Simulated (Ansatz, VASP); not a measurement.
**Two plane-wave programs on C**

```
CELL_PARAMETERS angstrom
1.19733 0.69128 3.43069
-1.19733 0.69128 3.43069
0.00000 -1.38255 3.43069
ATOMIC_POSITIONS crystal
C 0.16400 0.16400 0.16400
C 0.83600 0.83600 0.83600
```

Change from the starting cell: strain -0.025 along x and y, +0.025 along z, atoms carried along.

Alike in both runs: task single point; functional r2SCAN; k mesh 12 × 12 × 12; occupations gaussian, width 0.05 eV; no spin polarisation.

|  | VASP | Ansatz |
| --- | --- | --- |
| version | VASP 6.6.1 | Ansatz 0.2.0 |
| potentials or method | VASP PAW PBE potentials, release 64 (C), cutoff 520 eV | scalar-relativistic, plane waves, PAW |
| valence electrons in the cell | 8 | 8 |

```tsv
	VASP	Ansatz	Ansatz less VASP
gap on the k mesh at the Fermi level (eV)	0.67	0.67	+0.001
least direct gap on the mesh (eV)	0.67	0.67	+0.001
pressure (GPa)	24.2	23.5	-0.71
traceless stress, the component that is largest in VASP (GPa)	-24.48	-23.65	+0.832
rms of the force components (eV/Å)	0.527	0.533	+0.0052
```

VASP's potentials were made for PBE, not for r2SCAN. Atom by atom the forces differ by 0.005 eV/Å (rms over components). With one functional, cell and mesh, what is left measures potentials, basis and numerics.
